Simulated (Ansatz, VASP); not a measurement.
MgO: VASP beside Ansatz

```
Mg O
1.0
     0.00000    2.10850    2.10850
     2.10850    0.00000    2.10850
     2.10850    2.10850    0.00000
Mg O
1 1
Direct
  0.00000 0.00000 0.03000
  0.50000 0.50000 0.50000
```

Alike in both runs: task single point; functional PBE; k mesh 6 × 6 × 6; no spin polarisation.

|  | VASP | Ansatz |
| --- | --- | --- |
| version | VASP 6.6.1 | Ansatz 0.2.0 |
| potentials or method | VASP PAW PBE potentials, release 64 (Mg, O) | plane waves, PAW |
| plane-wave cutoff (eV) | 520 | 420 |
| occupations | gaussian, width 0.01 eV | fixed |
| valence electrons in the cell | 8 | 16 |

```csv
,VASP,Ansatz,Ansatz less VASP
gap on the k mesh at the Fermi level (eV),4.69,4.71,+0.017
rms of the force components (eV/Å),0.285,0.281,-0.0041
```

Atom by atom the forces differ by 0.004 eV/Å (rms over components). VASP's potentials hold 8 valence electrons a cell and Ansatz's 16, so a difference there can come from the potentials and not from the codes.

The k mesh is coarse, so the values compare programs but aren't converged.
